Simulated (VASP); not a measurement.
# TiO2 (Pnma) in VASP: single point with PBE

Aim: the single point of TiO2 with PBE.

Everything below comes from runs of VASP 6.6.1. Logs are shortened: lines on timing, memory, paths and dates and some standing lists are left out, and cuts for length are marked.

### 1 The cell of the first run

Symmetry: Pnma, No. 62, orthorhombic system. Conventional cell: a = 9.520 Å, b = 2.976 Å, c = 4.970 Å, α = 90.00°, β = 90.00°, γ = 90.00°. Within 2.5 Å of Ti (site symmetry m) lie 6 O at 1.88 to 2.14 Å. O (site symmetry m) has 3 Ti at 1.88 to 2.04 Å and 1 O at 2.56 Å within 2.6 Å. Within 2.6 Å of O (site symmetry m) lie 3 Ti at 1.90 to 2.14 Å and 3 O at 2.56 to 2.58 Å.

### 2 Single point, PBE

INCAR reads:

```
SYSTEM = TiO2
PREC = Accurate
ENCUT = 520
EDIFF = 1E-6
ISMEAR = 0
SIGMA = 0.02
LREAL = .FALSE.
LASPH = .TRUE.
NELM = 100
ALGO = Normal
ISIF = 2
LWAVE = .FALSE.
LCHARG = .TRUE.
GGA = PE
LELF = .TRUE.
LVHAR = .TRUE.
NBANDS = 60
```

KPOINTS reads:

```
regular mesh
0
G
  4 8 6
  0 0 0
```

POSCAR reads:

```
TiO2
1.0
    9.5199614268      0.0000000000      0.0000000000
    0.0000000000      2.9757553183      0.0000000000
    0.0000000000      0.0000000000      4.9701988129
Ti O
4 8
Direct
    0.1378099423      0.2500000000      0.9188418011
    0.8621900577      0.7500000000      0.0811581989
    0.3621900577      0.7500000000      0.4188418011
    0.6378099423      0.2500000000      0.5811581989
    0.2665934495      0.2500000000      0.6333891596
    0.7334065505      0.7500000000      0.3666108404
    0.2334065505      0.7500000000      0.1333891596
    0.7665934495      0.2500000000      0.8666108404
    0.9696409657      0.2500000000      0.2033403145
    0.0303590343      0.7500000000      0.7966596855
    0.5303590343      0.7500000000      0.7033403145
    0.4696409657      0.2500000000      0.2966596855
```

Potentials or basis: VASP PAW PBE potentials, release 64 (Ti_sv, O).

Command:

```console
> cat potpaw_PBE.64/Ti_sv/POTCAR potpaw_PBE.64/O/POTCAR > POTCAR
> mpirun -np 1 vasp_std > vasp.out
```

OUTCAR:

```text
SYSTEM = TiO2
   PREC = Accurate
   ENCUT = 520
   EDIFF = 1E-6
   ISMEAR = 0
   LREAL = .FALSE.
   LASPH = .TRUE.
   NELM = 100
   ISIF = 2
   GGA = PE

 ion  position               nearest neighbor table
   1  0.138  0.250  0.919-   5 1.88  10 1.90  10 1.90   7 2.04   7 2.04   9 2.14
   2  0.862  0.750  0.081-   6 1.88   9 1.90   9 1.90   8 2.04   8 2.04  10 2.14
   3  0.362  0.750  0.419-   7 1.88  12 1.90  12 1.90   5 2.04   5 2.04  11 2.14
   4  0.638  0.250  0.581-   8 1.88  11 1.90  11 1.90   6 2.04   6 2.04  12 2.14
   5  0.267  0.250  0.633-   1 1.88   3 2.04   3 2.04
   6  0.733  0.750  0.367-   2 1.88   4 2.04   4 2.04
   7  0.233  0.750  0.133-   3 1.88   1 2.04   1 2.04
   8  0.767  0.250  0.867-   4 1.88   2 2.04   2 2.04
   9  0.970  0.250  0.203-   2 1.90   2 1.90   1 2.14
  10  0.030  0.750  0.797-   1 1.90   1 1.90   2 2.14
  11  0.530  0.750  0.703-   4 1.90   4 1.90   3 2.14
  12  0.470  0.250  0.297-   3 1.90   3 1.90   4 2.14

  LATTYP: Found a simple orthorhombic cell.
 ALAT       =     2.9757553183
 B/A-ratio  =     1.6702310107
 C/A-ratio  =     3.1991748005

  Lattice vectors:

 A1 = (   0.0000000000,   2.9757553183,   0.0000000000)
 A2 = (   0.0000000000,   0.0000000000,   4.9701988129)
 A3 = (   9.5199614268,   0.0000000000,   0.0000000000)

Analysis of symmetry for initial positions (statically):
=====================================================================
 Subroutine PRICEL returns:
 Original cell was already a primitive cell.

 Routine SETGRP: Setting up the symmetry group for a
 simple orthorhombic supercell.

 Subroutine GETGRP returns: Found  8 space group operations
 (whereof  2 operations were pure point group operations)
 out of a pool of  8 trial point group operations.

The static configuration has the point symmetry S_2 .
 The point group associated with its full space group is D_2h.

Analysis of symmetry for dynamics (positions and initial velocities):
=====================================================================
 Subroutine PRICEL returns:
 Original cell was already a primitive cell.

 Routine SETGRP: Setting up the symmetry group for a
 simple orthorhombic supercell.

 Subroutine GETGRP returns: Found  8 space group operations
 (whereof  2 operations were pure point group operations)
 out of a pool of  8 trial point group operations.

The dynamic configuration has the point symmetry S_2 .
 The point group associated with its full space group is D_2h.

 Subroutine INISYM returns: Found  8 space group operations
 (whereof  2 operations are pure point group operations),
 and found     1 'primitive' translations

----------------------------------------------------------------------------------------

                                     Primitive cell

  volume of cell :     140.8011

  direct lattice vectors                    reciprocal lattice vectors
     9.519961427  0.000000000  0.000000000     0.105042442  0.000000000  0.000000000
     0.000000000  2.975755318  0.000000000     0.000000000  0.336049135  0.000000000
     0.000000000  0.000000000  4.970198813     0.000000000  0.000000000  0.201199195

  length of vectors
     9.519961427  2.975755318  4.970198813     0.105042442  0.336049135  0.201199195

  position of ions in fractional coordinates (direct lattice)
     0.137809942  0.250000000  0.918841801
     0.862190058  0.750000000  0.081158199
     0.362190058  0.750000000  0.418841801
     0.637809942  0.250000000  0.581158199
     0.266593450  0.250000000  0.633389160
     0.733406550  0.750000000  0.366610840
     0.233406550  0.750000000  0.133389160
     0.766593450  0.250000000  0.866610840
     0.969640966  0.250000000  0.203340314
     0.030359034  0.750000000  0.796659686
     0.530359034  0.750000000  0.703340314
     0.469640966  0.250000000  0.296659686

  ion indices of the primitive-cell ions
   primitive index   ion index
                 1           1
                 2           2
                 3           3
                 4           4
                 5           5
                 6           6
                 7           7
                 8           8
                 9           9
                10          10
                11          11
                12          12

----------------------------------------------------------------------------------------

 KPOINTS: regular mesh

Automatic generation of k-mesh.
 Grid dimensions read from file:
 generate k-points for:    4    8    6

 Generating k-lattice:

  Cartesian coordinates                     Fractional coordinates (reciprocal lattice)
     0.026260611  0.000000000  0.000000000     0.250000000  0.000000000  0.000000000
     0.000000000  0.042006142  0.000000000     0.000000000  0.125000000  0.000000000
     0.000000000  0.000000000  0.033533199     0.000000000  0.000000000  0.166666667

  Length of vectors
     0.026260611  0.042006142  0.033533199

  Shift w.r.t. Gamma in fractional coordinates (k-lattice)
     0.000000000  0.000000000  0.000000000

 Subroutine IBZKPT returns following result:
 ===========================================

 Found     60 irreducible k-points:

 Following reciprocal coordinates:
            Coordinates               Weight
  0.000000  0.000000  0.000000      1.000000
  0.250000  0.000000  0.000000      2.000000
  0.500000  0.000000  0.000000      1.000000
  0.000000  0.125000  0.000000      2.000000
  0.250000  0.125000  0.000000      4.000000
  0.500000  0.125000  0.000000      2.000000
[... 16 lines left out ...]
  0.250000  0.250000  0.166667      8.000000
  0.500000  0.250000  0.166667      4.000000
 [... further k-points ...]
   k-points           NKPTS =     60   k-points in BZ     NKDIM =     60   number of bands    NBANDS=     60
   number of dos      NEDOS =    301   number of ions     NIONS =     12
   total plane-waves  NPLWV =  69120
   dimension x,y,z NGX =    72 NGY =   24 NGZ =   40
   dimension x,y,z NGXF=   144 NGYF=   48 NGZF=   80
   ions per type =               4   8
   NGX,Y,Z   is equivalent  to a cutoff of  12.57, 13.41, 13.38 a.u.
   NGXF,Y,Z  is equivalent  to a cutoff of  25.15, 26.82, 26.76 a.u.
 SYSTEM =  TiO2
   PREC   = accura    normal or accurate (medium, high low for compatibility)
   ISTART =      0    job   : 0-new  1-cont  2-samecut
   ICHARG =      2    charge: 1-file 2-atom 10-const
   ISPIN  =      1    spin polarized calculation?
   LNONCOLLINEAR =      F non collinear calculations
   LSORBIT =      F    spin-orbit coupling
   LASPH  =      T    aspherical Exc in radial PAW
   ENCUT  =  520.0 eV  38.22 Ry    6.18 a.u.  17.70  5.53  9.24*2*pi/ulx,y,z
   NELM   =    100;   NELMIN=  2; NELMDL= -5     # of ELM steps
   EDIFF  = 0.1E-05   stopping-criterion for ELM
   LREAL  =      F    real-space projection
   EDIFFG = 0.1E-04   stopping-criterion for IOM
   NSW    =      0    number of steps for IOM
   IBRION =     -1    ionic relax: 0-MD 1-quasi-New 2-CG
   NFREE  =      0    steps in history (QN), initial steepest desc. (CG)
   ISIF   =      2    stress and relaxation
   ISYM   =      2    0-nonsym 1-usesym 2-fastsym
   POTIM  = 0.5000    time-step for ionic-motion
   TEBEG  =    0.0;   TEEND  =   0.0 temperature during run
   PSTRESS=    0.0 pullay stress
   NELECT =      96.0000    total number of electrons
   NUPDOWN=      -1.0000    fix difference up-down
   EMIN   =  10.00;   EMAX   =-10.00  energy-range for DOS
   EFERMI =   0.00;   METHOD = LEGACY
   ISMEAR =     0;   SIGMA  =   0.02  broadening in eV -4-tet -1-fermi 0-gaus
   EFERMI_NEDOS =   21; number of points for ismear=-14 and -15
   IALGO  =     38    algorithm
   IMIX   =      4    mixing-type and parameters
     AMIX     =   0.40;   BMIX     =  1.00
     AMIX_MAG =   1.60;   BMIX_MAG =  1.00
  volume/ion in A,a.u.               =      11.73        79.18
  Fermi-wavevector in a.u.,A,eV,Ry     =   1.440887  2.722881 28.247799  2.076155
  Thomas-Fermi vector in A             =   2.559581
   LORBIT       =      0    0 simple, 1 ext, 2 COOP (PROOUT), +10 PAW based schemes
   GGA     = PE    functional components
   LHFCALC =     F    Hartree Fock is set to
   AEXX    =    0.0000 exact exchange contribution
   IVDW    =     0    specifies the selected vdW correction
   LEPSILON=     F    determine dielectric tensor
   LRPA    =     F    only Hartree local field effects (RPA)
 non-spin polarized calculation
 Gauss-broadening in eV      SIGMA  =   0.02
  energy-cutoff  :      520.00
  volume of cell :      140.80
 maximum number of plane-waves:      3834
 NGX is ok and might be reduce to    72
   NGX = 35   NGY = 11   NGZ = 19

 number of electron      95.9999995 magnetization

 Free energy of the ion-electron system (eV)
  ---------------------------------------------------
  ext. energy  EPLUGINS =         0.00000000
  ---------------------------------------------------
  free energy    TOTEN  =      -107.08019093 eV

  energy without entropy =     -107.08019093  energy(sigma->0) =     -107.08019093

 E-fermi :   3.1708     XC(G=0): -10.5639

 val. band max:        3.0307776121   @ k =   0.0000   0.1250   0.0000
 cond. band min:       5.5758801193   @ k =   0.0000   0.2500   0.0000
 fundamental gap:      2.5451025072
 Fermi energy:         3.1708148771

 k-point     1 :       0.0000    0.0000    0.0000
  band No.  band energies     occupation
      1     -53.3906      2.00000
      2     -53.3827      2.00000
      3     -53.3695      2.00000
      4     -53.3616      2.00000
      5     -29.7947      2.00000
      6     -29.7398      2.00000
[... 52 lines left out ...]
     59       7.4268      0.00000
     60       7.6744      0.00000

 k-point     2 :       0.2500    0.0000    0.0000
  band No.  band energies     occupation
      1     -53.3898      2.00000
      2     -53.3844      2.00000
      3     -53.3679      2.00000
      4     -53.3625      2.00000
      5     -29.7886      2.00000
      6     -29.7508      2.00000
[... 1383 lines left out ...]
      4     -53.3495      2.00000
      5     -29.7640      2.00000
      6     -29.7640      2.00000
[... 52 lines left out ...]
     59       7.4487      0.00000
     60       7.4487      0.00000

 [... further k-points ...]

------------------------ aborting loop because EDIFF is reached ----------------------------------------

  FORCE on cell =-STRESS in cart. coord.  units (eV):
  Direction    XX          YY          ZZ          XY          YZ          ZX
  --------------------------------------------------------------------------------------
  -------------------------------------------------------------------------------------
  Total        0.6112110      0.7693191      0.4398873      0.0000000      0.0000000      0.0000000
  in kB        6.9549749      8.7540879      5.0054817      0.0000000      0.0000000      0.0000000
  external PRESSURE =       6.9048482 kB  Pullay stress =       0.0000000 kB

 VOLUME and BASIS-vectors are now :
 -----------------------------------------------------------------------------
  energy-cutoff  :      520.00
  volume of cell :      140.80
      direct lattice vectors                 reciprocal lattice vectors
     9.519961427  0.000000000  0.000000000     0.105042442  0.000000000  0.000000000
     0.000000000  2.975755318  0.000000000     0.000000000  0.336049135  0.000000000
     0.000000000  0.000000000  4.970198813     0.000000000  0.000000000  0.201199195

 POSITION                                       TOTAL-FORCE (eV/Angst)
 -----------------------------------------------------------------------------------
      1.31195      0.74394      4.56683         0.022759      0.000000      0.038256
      8.20802      2.23182      0.40337        -0.022759      0.000000     -0.038256
      3.44804      2.23182      2.08173        -0.022759      0.000000      0.038256
      6.07193      0.74394      2.88847         0.022759     -0.000000     -0.038256
      2.53796      0.74394      3.14807         0.013477     -0.000000     -0.015924
      6.98200      2.23182      1.82213        -0.013477      0.000000      0.015924
      2.22202      2.23182      0.66297        -0.013477     -0.000000     -0.015924
      7.29794      0.74394      4.30723         0.013477     -0.000000      0.015924
      9.23094      0.74394      1.01064         0.052370     -0.000000      0.050112
      0.28902      2.23182      3.95956        -0.052370      0.000000     -0.050112
      5.04900      2.23182      3.49574        -0.052370      0.000000      0.050112
      4.47096      0.74394      1.47446         0.052370      0.000000     -0.050112
 -----------------------------------------------------------------------------------
    total drift:                                0.000000     -0.000000     -0.000000

  FREE ENERGIE OF THE ION-ELECTRON SYSTEM (eV)
  ---------------------------------------------------
  free  energy   TOTEN  =      -107.0801909255 eV

  energy  without entropy=     -107.0801909255  energy(sigma->0) =     -107.08019093
```

Wall time 16 min (1 thread of Intel Xeon 8259CL, shared host); peak memory 0.48 GiB.

Results:

- Free energy: -107.0802 eV
- Pressure: 0.7 GPa
- Largest force: 0.072 eV/Å
- Band gap on the k mesh: 2.55 eV (least direct gap 2.69 eV)

Forces in eV/Å, atoms in the order of the input:
```
Ti   0.023  0.000  0.038
Ti  -0.023  0.000 -0.038
Ti  -0.023  0.000  0.038
Ti   0.023  0.000 -0.038
O    0.013  0.000 -0.016
O   -0.013  0.000  0.016
O   -0.013  0.000 -0.016
O    0.013  0.000  0.016
O    0.052  0.000  0.050
O   -0.052  0.000 -0.050
O   -0.052  0.000  0.050
O    0.052  0.000 -0.050
```

Levels at points of the mesh, in eV from the valence-band top:
```csv
k point,band 45,band 46,band 47,band 48,band 49,band 50,band 51,band 52
"(0.00, 0.00, 0.00)",-0.70,-0.18,-0.09,-0.01,2.70,2.78,3.04,3.10
"(0.50, 0.00, 0.00)",-0.48,-0.48,-0.24,-0.24,2.87,2.87,3.03,3.03
"(0.00, 0.50, 0.00)",-1.25,-1.25,-0.90,-0.90,2.87,2.87,3.09,3.09
"(0.50, 0.50, 0.00)",-1.04,-1.04,-1.04,-1.04,2.99,2.99,2.99,2.99
"(0.00, 0.00, 0.50)",-0.79,-0.79,-0.57,-0.57,3.00,3.00,3.18,3.18
"(0.50, 0.00, 0.50)",-0.82,-0.82,-0.29,-0.29,3.02,3.02,3.08,3.08
"(0.00, 0.50, 0.50)",-0.79,-0.79,-0.67,-0.67,3.09,3.09,3.11,3.11
"(0.50, 0.50, 0.50)",-0.74,-0.74,-0.74,-0.74,3.11,3.11,3.11,3.11
```
